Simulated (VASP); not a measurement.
# MgO (P6_3/mmc) in VASP: further runs

Runs on MgO. Level: PBE. Tasks: single point.

Everything below comes from runs of VASP 6.6.1. Logs are shortened: lines on timing, memory, paths and dates and some standing lists are left out, and cuts for length are marked.

### 1 The cell of the first run

It takes space group P6_3/mmc (No. 194, hexagonal). The conventional cell has a = 3.627 Å, b = 3.627 Å, c = 4.409 Å, α = 90.00°, β = 90.00°, γ = 120.00°. Mg (site symmetry -6m2) has 5 O at 2.09 to 2.20 Å within 2.8 Å. O (site symmetry -6m2) has 5 Mg at 2.09 to 2.20 Å within 2.8 Å.

### 2 Single point, PBE

Contents of INCAR:

```
  PREC = Accurate
  ENCUT = 520
  EDIFF = 1E-7
  ISMEAR = 0
  SIGMA = 0.05
  LREAL = F
  LASPH = T
  NELM = 100
  ALGO = Normal
  ISIF = 2
  LWAVE = F
  LCHARG = F
  GGA = PE
  NBANDS = 16
```

Contents of KPOINTS:

```
regular mesh
0
Gamma
  9 9 6
```

Contents of POSCAR:

```
MgO
1.0
    3.6270000000      0.0000000000      0.0000000000
   -1.8135000000      3.1410741395      0.0000000000
    0.0000000000      0.0000000000      4.4090000000
Mg O
2 2
Direct
    0.6666666667      0.3333333333      0.7500000000
    0.3333333333      0.6666666667      0.2500000000
    0.6666666667      0.3333333333      0.2500000000
    0.3333333333      0.6666666667      0.7500000000
```

Potentials or basis: VASP PAW PBE potentials, release 64 (Mg, O).

Launch:

```
$ cat potpaw_PBE.64/Mg/POTCAR potpaw_PBE.64/O/POTCAR > POTCAR
$ mpirun -np 1 vasp_std > vasp.out
```

OUTCAR:

```text
PREC = Accurate
   ENCUT = 520
   EDIFF = 1E-7
   ISMEAR = 0
   LREAL = F
   LASPH = T
   NELM = 100
   ISIF = 2
   GGA = PE

 ion  position               nearest neighbor table
   1  0.667  0.333  0.750-   4 2.09   4 2.09   4 2.09   3 2.20   3 2.20   2 3.04   2 3.04   2 3.04
                             2 3.04   2 3.04   2 3.04
   2  0.333  0.667  0.250-   3 2.09   3 2.09   3 2.09   4 2.20   4 2.20   1 3.04   1 3.04   1 3.04
                             1 3.04   1 3.04   1 3.04
   3  0.667  0.333  0.250-   2 2.09   2 2.09   2 2.09   1 2.20   1 2.20
   4  0.333  0.667  0.750-   1 2.09   1 2.09   1 2.09   2 2.20   2 2.20

  LATTYP: Found a hexagonal cell.
 ALAT       =     3.6270000000
 C/A-ratio  =     1.2156051833

  Lattice vectors:

 A1 = (   3.6270000000,   0.0000000000,   0.0000000000)
 A2 = (  -1.8135000000,   3.1410741395,   0.0000000000)
 A3 = (   0.0000000000,   0.0000000000,   4.4090000000)

Analysis of symmetry for initial positions (statically):
=====================================================================
 Subroutine PRICEL returns:
 Original cell was already a primitive cell.

 Routine SETGRP: Setting up the symmetry group for a
 hexagonal supercell.

 Subroutine GETGRP returns: Found 24 space group operations
 (whereof 12 operations were pure point group operations)
 out of a pool of 24 trial point group operations.

The static configuration has the point symmetry D_3d.
 The point group associated with its full space group is D_6h.

Analysis of symmetry for dynamics (positions and initial velocities):
=====================================================================
 Subroutine PRICEL returns:
 Original cell was already a primitive cell.

 Routine SETGRP: Setting up the symmetry group for a
 hexagonal supercell.

 Subroutine GETGRP returns: Found 24 space group operations
 (whereof 12 operations were pure point group operations)
 out of a pool of 24 trial point group operations.

The dynamic configuration has the point symmetry D_3d.
 The point group associated with its full space group is D_6h.

 Subroutine INISYM returns: Found 24 space group operations
 (whereof 12 operations are pure point group operations),
 and found     1 'primitive' translations

[... 98 lines left out ...]
   EDIFF  = 0.1E-06   stopping-criterion for ELM
   LREAL  =      F    real-space projection
   EDIFFG = 0.1E-05   stopping-criterion for IOM
   NSW    =      0    number of steps for IOM
   IBRION =     -1    ionic relax: 0-MD 1-quasi-New 2-CG
   NFREE  =      0    steps in history (QN), initial steepest desc. (CG)
   ISIF   =      2    stress and relaxation
   ISYM   =      2    0-nonsym 1-usesym 2-fastsym
   POTIM  = 0.5000    time-step for ionic-motion
   TEBEG  =    0.0;   TEEND  =   0.0 temperature during run
   PSTRESS=    0.0 pullay stress
   NELECT =      16.0000    total number of electrons
   NUPDOWN=      -1.0000    fix difference up-down
   EMIN   =  10.00;   EMAX   =-10.00  energy-range for DOS
   EFERMI =   0.00;   METHOD = LEGACY
   ISMEAR =     0;   SIGMA  =   0.05  broadening in eV -4-tet -1-fermi 0-gaus
   EFERMI_NEDOS =   21; number of points for ismear=-14 and -15
   IALGO  =     38    algorithm
   IMIX   =      4    mixing-type and parameters
     AMIX     =   0.40;   BMIX     =  1.00
     AMIX_MAG =   1.60;   BMIX_MAG =  1.00
  volume/ion in A,a.u.               =      12.56        84.74
  Fermi-wavevector in a.u.,A,eV,Ry     =   1.118046  2.112800 17.007638  1.250026
  Thomas-Fermi vector in A             =   2.254674
   LORBIT       =      0    0 simple, 1 ext, 2 COOP (PROOUT), +10 PAW based schemes
   GGA     = PE    functional components
   LHFCALC =     F    Hartree Fock is set to
   AEXX    =    0.0000 exact exchange contribution
   IVDW    =     0    specifies the selected vdW correction
   LEPSILON=     F    determine dielectric tensor
   LRPA    =     F    only Hartree local field effects (RPA)
 non-spin polarized calculation
 Gauss-broadening in eV      SIGMA  =   0.05
  energy-cutoff  :      520.00
  volume of cell :       50.23
 maximum number of plane-waves:      1373
 NGX is ok and might be reduce to    28
   NGX = 13   NGY = 13   NGZ = 17

 number of electron      16.0000000 magnetization

 Free energy of the ion-electron system (eV)
  ---------------------------------------------------
  ext. energy  EPLUGINS =         0.00000000
  ---------------------------------------------------
  free energy    TOTEN  =       -23.50153741 eV

  energy without entropy =      -23.50153741  energy(sigma->0) =      -23.50153741

 E-fermi :   1.5041     XC(G=0):  -9.5053

 val. band max:        1.2184754758   @ k =   0.0000   0.0000   0.0000
 cond. band min:       3.9754459958   @ k =   0.0000   0.0000   0.0000
 fundamental gap:      2.7569705200
 Fermi energy:         1.5040735826

 k-point     1 :       0.0000    0.0000    0.0000
  band No.  band energies     occupation
      1     -15.1933      2.00000
      2     -14.1299      2.00000
      3      -2.0089      2.00000
      4      -0.2785      2.00000
      5      -0.2785      2.00000
      6       0.5307      2.00000
[... 433 lines left out ...]
      3      -1.8171      2.00000
      4      -1.3045      2.00000
      5      -1.3045      2.00000
      6       0.1715      2.00000
[... 8 lines left out ...]
     15      14.3926      0.00000
     16      16.2890      0.00000

 [... further k-points ...]

------------------------ aborting loop because EDIFF is reached ----------------------------------------

  FORCE on cell =-STRESS in cart. coord.  units (eV):
  Direction    XX          YY          ZZ          XY          YZ          ZX
  --------------------------------------------------------------------------------------
  -------------------------------------------------------------------------------------
  Total       -3.1726208     -3.1726208     -3.5889861      0.0000000      0.0000000      0.0000000
  in kB     -101.1958972   -101.1958972   -114.4765464      0.0000000      0.0000000      0.0000000
  external PRESSURE =    -105.6227803 kB  Pullay stress =       0.0000000 kB

 VOLUME and BASIS-vectors are now :
 -----------------------------------------------------------------------------
  energy-cutoff  :      520.00
  volume of cell :       50.23
      direct lattice vectors                 reciprocal lattice vectors
     3.627000000  0.000000000  0.000000000     0.275709953  0.159181216  0.000000000
    -1.813500000  3.141074140  0.000000000     0.000000000  0.318362431  0.000000000
     0.000000000  0.000000000  4.409000000     0.000000000  0.000000000  0.226808800

 POSITION                                       TOTAL-FORCE (eV/Angst)
 -----------------------------------------------------------------------------------
      1.81350      1.04702      3.30675         0.000000     -0.000000      0.000000
     -0.00000      2.09405      1.10225         0.000000      0.000000      0.000000
      1.81350      1.04702      1.10225         0.000000     -0.000000      0.000000
     -0.00000      2.09405      3.30675        -0.000000      0.000000      0.000000
 -----------------------------------------------------------------------------------
    total drift:                               -0.000000     -0.000000     -0.000000

  FREE ENERGIE OF THE ION-ELECTRON SYSTEM (eV)
  ---------------------------------------------------
  free  energy   TOTEN  =       -23.5015374099 eV

  energy  without entropy=      -23.5015374099  energy(sigma->0) =      -23.50153741
```

OSZICAR:

```text
N       E                     dE             d eps       ncg     rms          rms(c)
DAV:   1     0.607401654338E+02    0.60740E+02   -0.73031E+03  1544   0.873E+02
DAV:   2    -0.230435670808E+02   -0.83784E+02   -0.76270E+02  2208   0.189E+02
DAV:   3    -0.273999236678E+02   -0.43564E+01   -0.43448E+01  1696   0.452E+01
DAV:   4    -0.274189864752E+02   -0.19063E-01   -0.19062E-01  1920   0.350E+00
DAV:   5    -0.274190874496E+02   -0.10097E-03   -0.10097E-03  1672   0.246E-01    0.111E+01
DAV:   6    -0.235959619408E+02    0.38231E+01   -0.11145E+01  1640   0.249E+01    0.398E+00
DAV:   7    -0.235212473771E+02    0.74715E-01   -0.20114E-01  1536   0.366E+00    0.215E+00
DAV:   8    -0.235038086094E+02    0.17439E-01   -0.12255E-01  1560   0.363E+00    0.583E-01
DAV:   9    -0.235003892883E+02    0.34193E-02   -0.90968E-03  1848   0.854E-01    0.125E-01
DAV:  10    -0.235015076276E+02   -0.11183E-02   -0.10315E-03  1536   0.243E-01    0.338E-02
DAV:  11    -0.235015387037E+02   -0.31076E-04   -0.39549E-05  1720   0.446E-02    0.260E-02
DAV:  12    -0.235015386299E+02    0.73727E-07   -0.12404E-05  1568   0.261E-02    0.932E-03
DAV:  13    -0.235015373970E+02    0.12330E-05   -0.36483E-06  1744   0.149E-02    0.554E-04
DAV:  14    -0.235015374099E+02   -0.12885E-07   -0.44480E-08  1112   0.191E-03
   1 F= -.23501537E+02 E0= -.23501537E+02  d E =-.392866E-18
```

stdout:

```text
POSCAR found type information on POSCAR MgO
 POSCAR found :  2 types and       4 ions
 scaLAPACK will be used
 LDA part: xc-table for (Slater+PW92), standard interpolation
 POSCAR, INCAR and KPOINTS ok, starting setup
 FFT: planning ... GRIDC
 FFT: planning ... GRID_SOFT
 FFT: planning ... GRID
 WAVECAR not read
 entering main loop
```

Run time: 58 s. Hardware: 1 thread of AMD EPYC 7R43 (Zen 3), shared host; peak memory 0.15 GiB.

Results:

```yaml
Free_energy: -23.5015 eV
Pressure: -10.6 GPa
Band_gap_on_the_k_mesh: 2.76 eV
```

Levels at points of the mesh, in eV from the valence-band top:
```tsv
k point	band 5	band 6	band 7	band 8	band 9	band 10	band 11	band 12
(0.00, 0.00, 0.00)	-1.50	-0.69	-0.69	0.00	2.76	8.35	11.07	11.72
(0.00, 0.00, 0.50)	-1.10	-1.10	-1.10	-1.10	5.71	5.71	12.08	12.08
```

Caveat: the cell stands under tension.

### 3 Single point, PBE

This run uses another cell than the first one, of 12.43 Å³/atom.

Contents of INCAR:

```
ALGO = Normal ; EDIFF = 1E-7
ENCUT = 520 ; GGA = PE
ISIF = 2 ; ISMEAR = 0
LASPH = True ; LCHARG = False
LREAL = False ; LWAVE = False
NBANDS = 16 ; NELM = 80
PREC = Accurate ; SIGMA = 0.05
```

Contents of KPOINTS:

```
k-points
0
Gamma
  9 9 6
```

Contents of POSCAR:

```
MgO
1.0
    3.6622000000      0.0000000000      0.0000000000
   -1.8311000000      3.1715582337      0.0000000000
    0.0000000000      0.0000000000      4.2818000000
Mg O
2 2
Direct
    0.6666666667      0.3333333333      0.7500000000
    0.3333333333      0.6666666667      0.2500000000
    0.6666666667      0.3333333333      0.2500000000
    0.3333333333      0.6666666667      0.7500000000
```

Potentials or basis: VASP PAW PBE potentials, release 64 (Mg, O).

Launch:

```
$ cat potpaw_PBE.64/Mg/POTCAR potpaw_PBE.64/O/POTCAR > POTCAR
$ mpirun -np 1 vasp_std > vasp.out
```

OUTCAR:

```text
EDIFF = 1E-7
   ENCUT = 520
   GGA = PE
   ISIF = 2
   ISMEAR = 0
   LASPH = True
   LREAL = False
   NELM = 80
   PREC = Accurate

 ion  position               nearest neighbor table
   1  0.667  0.333  0.750-   4 2.11   4 2.11   4 2.11   3 2.14   3 2.14   2 3.01   2 3.01   2 3.01
                             2 3.01   2 3.01   2 3.01
   2  0.333  0.667  0.250-   3 2.11   3 2.11   3 2.11   4 2.14   4 2.14   1 3.01   1 3.01   1 3.01
                             1 3.01   1 3.01   1 3.01
   3  0.667  0.333  0.250-   2 2.11   2 2.11   2 2.11   1 2.14   1 2.14
   4  0.333  0.667  0.750-   1 2.11   1 2.11   1 2.11   2 2.14   2 2.14

  LATTYP: Found a hexagonal cell.
 ALAT       =     3.6622000000
 C/A-ratio  =     1.1691879198

  Lattice vectors:

 A1 = (   3.6622000000,   0.0000000000,   0.0000000000)
 A2 = (  -1.8311000000,   3.1715582337,   0.0000000000)
 A3 = (   0.0000000000,   0.0000000000,   4.2818000000)

Analysis of symmetry for initial positions (statically):
=====================================================================
 Subroutine PRICEL returns:
 Original cell was already a primitive cell.

[... 180 lines left out ...]
 fundamental gap:      2.8784067330
 Fermi energy:         1.4258700977

 k-point     1 :       0.0000    0.0000    0.0000
  band No.  band energies     occupation
      1     -15.1949      2.00000
      2     -14.0569      2.00000
      3      -1.9426      2.00000
      4      -0.3015      2.00000
      5      -0.3015      2.00000
      6       0.6107      2.00000
[... 433 lines left out ...]
      3      -1.8202      2.00000
      4      -1.2887      2.00000
      5      -1.2887      2.00000
      6       0.2241      2.00000
[... 8 lines left out ...]
     15      14.7655      0.00000
     16      16.4106      0.00000

 [... further k-points ...]

------------------------ aborting loop because EDIFF is reached ----------------------------------------

  FORCE on cell =-STRESS in cart. coord.  units (eV):
  Direction    XX          YY          ZZ          XY          YZ          ZX
  --------------------------------------------------------------------------------------
  -------------------------------------------------------------------------------------
  Total       -3.1505714     -3.1505714     -2.5174147      0.0000000     -0.0000000      0.0000000
  in kB     -101.4983021   -101.4983020    -81.1006270      0.0000000     -0.0000000      0.0000000
  external PRESSURE =     -94.6990770 kB  Pullay stress =       0.0000000 kB

 VOLUME and BASIS-vectors are now :
 -----------------------------------------------------------------------------
  energy-cutoff  :      520.00
  volume of cell :       49.73
      direct lattice vectors                 reciprocal lattice vectors
     3.662200000  0.000000000  0.000000000     0.273059909  0.157651212  0.000000000
    -1.831100000  3.171558234  0.000000000     0.000000000  0.315302424  0.000000000
     0.000000000  0.000000000  4.281800000     0.000000000  0.000000000  0.233546639

 POSITION                                       TOTAL-FORCE (eV/Angst)
 -----------------------------------------------------------------------------------
      1.83110      1.05719      3.21135         0.000000     -0.000000      0.000000
     -0.00000      2.11437      1.07045        -0.000000      0.000000      0.000000
      1.83110      1.05719      1.07045        -0.000000      0.000000      0.000000
     -0.00000      2.11437      3.21135         0.000000     -0.000000      0.000000
 -----------------------------------------------------------------------------------
    total drift:                               -0.000000     -0.000000     -0.000000

  FREE ENERGIE OF THE ION-ELECTRON SYSTEM (eV)
  ---------------------------------------------------
  free  energy   TOTEN  =       -23.5303707646 eV

  energy  without entropy=      -23.5303707646  energy(sigma->0) =      -23.53037076
```

OSZICAR:

```text
N       E                     dE             d eps       ncg     rms          rms(c)
DAV:   1     0.625046318935E+02    0.62505E+02   -0.74662E+03  1544   0.880E+02
DAV:   2    -0.229994590752E+02   -0.85504E+02   -0.77397E+02  2176   0.189E+02
DAV:   3    -0.274549089052E+02   -0.44554E+01   -0.44404E+01  1816   0.457E+01
DAV:   4    -0.274745695456E+02   -0.19661E-01   -0.19660E-01  1864   0.354E+00
DAV:   5    -0.274746735911E+02   -0.10405E-03   -0.10405E-03  1768   0.251E-01    0.111E+01
DAV:   6    -0.236256542211E+02    0.38490E+01   -0.11035E+01  1656   0.249E+01    0.392E+00
DAV:   7    -0.235523661734E+02    0.73288E-01   -0.19073E-01  1536   0.357E+00    0.216E+00
DAV:   8    -0.235327590362E+02    0.19607E-01   -0.12341E-01  1608   0.364E+00    0.593E-01
DAV:   9    -0.235292492336E+02    0.35098E-02   -0.11128E-02  1840   0.934E-01    0.135E-01
DAV:  10    -0.235303402680E+02   -0.10910E-02   -0.10918E-03  1544   0.268E-01    0.383E-02
DAV:  11    -0.235303717337E+02   -0.31466E-04   -0.44342E-05  1720   0.501E-02    0.269E-02
DAV:  12    -0.235303727563E+02   -0.10226E-05   -0.12727E-05  1584   0.255E-02    0.118E-02
DAV:  13    -0.235303707427E+02    0.20136E-05   -0.70262E-06  1784   0.208E-02    0.106E-03
DAV:  14    -0.235303707646E+02   -0.21855E-07   -0.13127E-07  1240   0.315E-03
   1 F= -.23530371E+02 E0= -.23530371E+02  d E =-.650937E-13
```

It took 52 s on 1 thread of AMD EPYC 7R43 (Zen 3), shared host; peak memory 0.14 GiB.

Results:

```
Free energy            : -23.5304 eV
Pressure               : -9.5 GPa
Band gap on the k mesh : 2.88 eV
```

Stress tensor (GPa, compression positive):
```
-10.15   0.00   0.00
  0.00 -10.15   0.00
  0.00   0.00  -8.11
```

Levels at points of the mesh, in eV from the valence-band top:
| k point | band 4 | band 5 | band 6 | band 7 | band 8 | band 9 | band 10 | band 11 | band 12 | band 13 |
| --- | --- | --- | --- | --- | --- | --- | --- | --- | --- | --- |
| (0.00, 0.00, 0.00) | -1.50 | -1.50 | -0.59 | -0.59 | 0.00 | 2.88 | 8.63 | 11.56 | 11.62 | 11.62 |
| (0.00, 0.00, 0.50) | -2.19 | -1.06 | -1.06 | -1.06 | -1.06 | 5.88 | 5.88 | 11.97 | 11.97 | 11.97 |

Caveat: the cell stands under tension.
